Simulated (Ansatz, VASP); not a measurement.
ZrB in VASP and in Ansatz

POSCAR

```
ZrB
1.0
    0.0000000000      2.4579210728      2.4579210728
    2.4579210728      0.0000000000      2.4579210728
    2.4579210728      2.4579210728      0.0000000000
Zr B
1 1
Direct
    0.5000000000      0.5000000000      0.5000000000
    0.0000000000      0.0000000000      0.0000000000
```

The input INCAR.step1:

```
SYSTEM = ZrB
PREC     = Accurate       ! precision mode
ENCUT    = 520            ! plane-wave cutoff, eV
ISMEAR   = 0              ! smearing method
SIGMA    = 0.05           ! smearing width, eV
LREAL    = .False.        ! projectors in reciprocal space
LASPH    = .True.         ! aspherical terms in the spheres
NELM     = 100            ! most SCF steps
NBANDS   = 14             ! bands
GGA      = PE             ! functional
ALGO     = Normal         ! electronic algorithm
EDIFF    = 1E-4           ! SCF threshold, eV
LWAVE    = .True.         ! write WAVECAR
LCHARG   = .False.        ! write CHGCAR
```

Contents of INCAR.step2:

```
SYSTEM = ZrB
PREC     = Accurate       ! precision mode
ENCUT    = 520            ! plane-wave cutoff, eV
EDIFF    = 1E-6           ! SCF threshold, eV
ISMEAR   = 0              ! smearing method
SIGMA    = 0.05           ! smearing width, eV
LREAL    = .False.        ! projectors in reciprocal space
LASPH    = .True.         ! aspherical terms in the spheres
NELM     = 100            ! most SCF steps
ALGO     = Normal         ! electronic algorithm
ISIF     = 2              ! what is computed and relaxed
LWAVE    = .False.        ! write WAVECAR
LCHARG   = .True.         ! write CHGCAR
METAGGA  = R2SCAN         ! meta-GGA
LMIXTAU  = .True.       
LELF     = .True.         ! ELF
LVHAR    = .True.       
NBANDS   = 14             ! bands
ISTART   = 1
```

File KPOINTS:

```
Automatic mesh
0
Gamma
  12 12 12
  0 0 0
```

Input for Ansatz:

```yaml
crystal:
  lattice:
    - [0.0, 2.4579210728, 2.4579210728]
    - [2.4579210728, 0.0, 2.4579210728]
    - [2.4579210728, 2.4579210728, 0.0]
  atoms:
    - { symbol: Zr, position: [0.5, 0.5, 0.5] }
    - { symbol: B, position: [0.0, 0.0, 0.0] }
basis:
  ecutwfc: 500
  ecutrho_ratio: 4
kpoints:
  mp_grid: { grid: [12, 12, 12] }
hamiltonian:
  xc: r2scan
scf:
  occupations: { method: gaussian, width: 0.05 }
output:
  forces: true
  stress: true
  eigenvalues: true
```

Alike in both runs: task single point; functional r2SCAN; k mesh 12 × 12 × 12; occupations gaussian, width 0.05 eV; no spin polarisation.

```csv
,VASP,Ansatz
version,VASP 6.6.1,Ansatz 0.2.0
potentials or method,"VASP PAW PBE potentials, release 64 (Zr_sv, B), cutoff 520 eV","scalar-relativistic, plane waves, PAW"
valence electrons in the cell,15,15
```

```tsv
	VASP	Ansatz	Ansatz less VASP
gap on the k mesh at the Fermi level (eV)	none	none	-
pressure (GPa)	-0.4	-0.4	-0.05
```

VASP's potentials were made for PBE, not for r2SCAN. A gap of «none» marks a metal or a gap that the smearing closes. The functional is the same, so the differences come from potentials, cutoffs and numerics.
